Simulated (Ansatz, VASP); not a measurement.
## BaTiO3: VASP beside Ansatz

INCAR

```
SYSTEM = BaTiO3
PREC = Accurate
ENCUT = 600
EDIFF = 1E-6
ISMEAR = 0
SIGMA = 0.01
LREAL = .FALSE.
LASPH = .TRUE.
NELM = 200
ALGO = Normal
ISIF = 2
LWAVE = .FALSE.
LCHARG = .FALSE.
LMAXMIX = 4
LDAU = .TRUE.
LDAUTYPE = 2
LDAUL = -1 2 -1
LDAUU = 0 3 0
LDAUJ = 0 0 0
LDAUPRINT = 1
GGA = PS
NBANDS = 28
GGA_COMPAT = .FALSE.
```

File KPOINTS:

```
regular mesh
0
G
  4 4 4
  0 0 0
```

POSCAR

```
BaTiO3
1.0
    3.9855000000      0.0000000000      0.0000000000
    0.0000000000      2.8369000000     -2.8451500000
    0.0000000000      2.8369000000      2.8451500000
Ba Ti O
1 1 3
Direct
    0.0000000000      0.0000000000      0.0000000000
    0.5000000000      0.4876000000      0.5124000000
    0.0000000000      0.5126000000      0.4874000000
    0.5000000000      0.0081600000      0.5052400000
    0.5000000000      0.4947600000      0.9918400000
```

Input for Ansatz:

```yaml
crystal:
  lattice:
    a: 3.9855
    b: 5.6738
    c: 5.6903
    alpha: 90.0
    beta: 90.0
    gamma: 90.0
  space_group: 38
  setting:
    hermann_mauguin: Amm2
  atoms:
    - { symbol: Ba, position: [0.0, 0.0, 0.0] }
    - { symbol: Ti, position: [0.5, 0.5, 0.0124] }
    - { symbol: O, position: [0.0, 0.5, 0.9874] }
    - { symbol: O, position: [0.5, 0.2567, 0.24854] }
  reduce_to_primitive: true
basis:
  ecutwfc: 550.0
kpoints:
  mp_grid:
    grid: [4, 4, 4]
hamiltonian:
  xc: pbesol
  hubbard:
    - { species: Ti, l: d, u_eff: 3.0 }
scf:
  occupations:
    method: fixed
output:
  eigenvalues: true
```

Alike in both runs: task single point; functional PBEsol; k mesh 4 × 4 × 4; no spin polarisation; Hubbard terms Ti d U = 3.0 eV.

```csv
,VASP,Ansatz
version,VASP 6.6.1,Ansatz 0.2.0
potentials or method,"VASP PAW PBE potentials, release 64 (Ba_sv, Ti_sv, O), cutoff 600 eV","plane waves, PAW"
occupations,"gaussian, width 0.01 eV",fixed
valence electrons in the cell,40,40
```

```csv
,VASP,Ansatz,Ansatz less VASP
gap on the k mesh at the Fermi level (eV),2.13,2.17,+0.043
```

VASP's potentials were made for PBE, not for PBEsol. The programs project onto different local orbitals, so the same U acts differently, and such runs can settle in different states.

Spin-orbit coupling is off throughout.
